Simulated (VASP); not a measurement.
A run of VASP 6.6.1 is set up as follows.

Contents of INCAR:

```
SYSTEM = Ti12H
  PREC = Accurate
  ENCUT = 520
  EDIFF = 1E-6
  ISMEAR = 0
  SIGMA = 0.15
  LREAL = .False.
  LASPH = .True.
  NELM = 100
  ALGO = Normal
  ISIF = 2
  LWAVE = .False.
  LCHARG = .True.
  GGA = PE
  IVDW = 12
  LELF = .True.
  LVHAR = .True.
  NBANDS = 84
```

KPOINTS

```
regular mesh
0
Gamma
  3 2 4
  0 0 0
```

Contents of POSCAR:

```
Ti12H
1.0
    5.9000000000      0.0000000000      0.0000000000
   -4.4250000000      7.6643250000      0.0000000000
    0.0000000000      0.0000000000      4.6846000000
Ti H
12 1
Direct
    0.0018067680      0.0028219054     -0.0000698032
    0.1673845622      0.2227177214      0.5004023823
   -0.0019968203      0.3318738441      0.0007503309
    0.1617430641      0.5485349330      0.5009484268
   -0.0179255712      0.6602452271      0.0006890663
    0.1618739548      0.8924719398      0.5000134483
    0.5075417324      0.0105462647     -0.0000313794
    0.6667583811      0.2244071070      0.5003618238
    0.5006666932      0.3345402237      0.0003720702
    0.6632409700      0.5520681860      0.5005513811
    0.5086847995      0.6617004107      0.0005383597
    0.6759462199      0.8934053553      0.4998362720
    0.3325012547      0.7772389610      0.5002508218
```

Potentials or basis: VASP PAW PBE potentials, release 64 (Ti_sv, H).

Launch:

```sh
$ cat potpaw_PBE.64/Ti_sv/POTCAR potpaw_PBE.64/H/POTCAR > POTCAR
$ mpirun -np 1 vasp_std > vasp.out
```

Task: Estimate the dispersion energy per atom.

Result: -0.561 eV.

Task: What does it give for the pressure?

Result: -5.3 GPa.

Task: Estimate the largest force.

Result: 0.021 eV/Å.

Task: What does it give for the band gap on the k mesh?

Result: Zero (an odd number of electrons rules out a gap without spin polarisation).

Stress tensor (GPa, compression positive):
```
-5.58  0.04  0.00
 0.04 -5.28 -0.02
 0.00 -0.02 -5.07
```

Caveat: the k points lie up to 0.41 Å⁻¹ apart, too coarse for converged energies and pressures of a metal.
